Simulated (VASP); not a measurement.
The system is Au.

```xyz
1
Lattice="1.2464 -2.3271 0.0000 1.2464 2.3271 0.0000 0.0000 0.0000 3.6341" Properties=species:S:1:pos:R:3 pbc="T T T"
Au    0.0000    0.0000    0.0000
```

* Program: VASP 6.6.1
* Task: relaxation of cell and atoms
* Functional: PBE
* Potentials or basis: VASP PAW PBE potentials, release 64 (Au)
* Cutoff: 600 eV
* k mesh: 8 × 8 × 6
* Occupations: gaussian, width 0.1 eV
* Spin: no spin polarisation

At the start: pressure 23.5 GPa; volume 21.08 Å³/atom.

Problem. How do energy, volume and symmetry change on relaxing?

Solution. Over 23 steps the energy falls by 507.1 meV/atom and the volume is 19.20 Å³/atom (-8.9 %); space group P6/mmm (No. 191, to 0.05 Å).

The path:
| step | energy change (eV) | largest force (eV/Å) | pressure (GPa) | volume (Å³) |
| --- | --- | --- | --- | --- |
| 1 | 0.0000 | 0.0000 | 23.47 | 21.08 |
| 2 | 0.2912 | 0.0000 | -12.72 | 31.33 |
| 3 | -0.3043 | 0.0000 | -4.24 | 24.51 |
| 4 | -0.3103 | 0.0000 | -2.82 | 24.17 |
| 5 | -0.3114 | 0.0000 | -1.78 | 23.95 |
| 6 | -0.3114 | 0.0000 | -2.06 | 24.00 |
| 7 | -0.3310 | 0.0000 | -1.49 | 23.27 |
| 8 | -0.3560 | 0.0000 | 0.84 | 21.76 |
| 9 | -0.3678 | 0.0000 | 0.18 | 21.55 |
| 10 | -0.4152 | 0.0000 | -1.87 | 20.87 |
| 11 | -0.4880 | 0.0000 | -0.38 | 19.38 |
| 12 | -0.4845 | 0.0000 | -2.61 | 19.83 |
| 13 | -0.4902 | 0.0000 | -1.55 | 19.58 |
| 14 | -0.4903 | 0.0000 | -1.31 | 19.54 |
| 15 | -0.4949 | 0.0000 | 0.41 | 19.18 |
| 16 | -0.4953 | 0.0000 | 1.09 | 19.06 |
| 17 | -0.5010 | 0.0000 | 1.22 | 19.00 |
| 18 | -0.5046 | 0.0000 | 1.79 | 18.92 |
| 19 | -0.5046 | 0.0000 | 1.90 | 18.90 |
| 20 | -0.5069 | 0.0000 | 0.18 | 19.16 |
| 21 | -0.5070 | 0.0000 | -0.24 | 19.22 |
| 22 | -0.5070 | 0.0000 | -0.19 | 19.22 |
| 23 | -0.5071 | 0.0000 | -0.03 | 19.20 |

Final structure:
```yaml
crystal:
  lattice:
    - [1.40457, -2.43604, 0.00000]
    - [1.40457, 2.43604, 0.00000]
    - [0.00000, 0.00000, 2.80586]
  atoms:
    - { symbol: Au, position: [0.00000, 0.00000, 0.00000] }
```
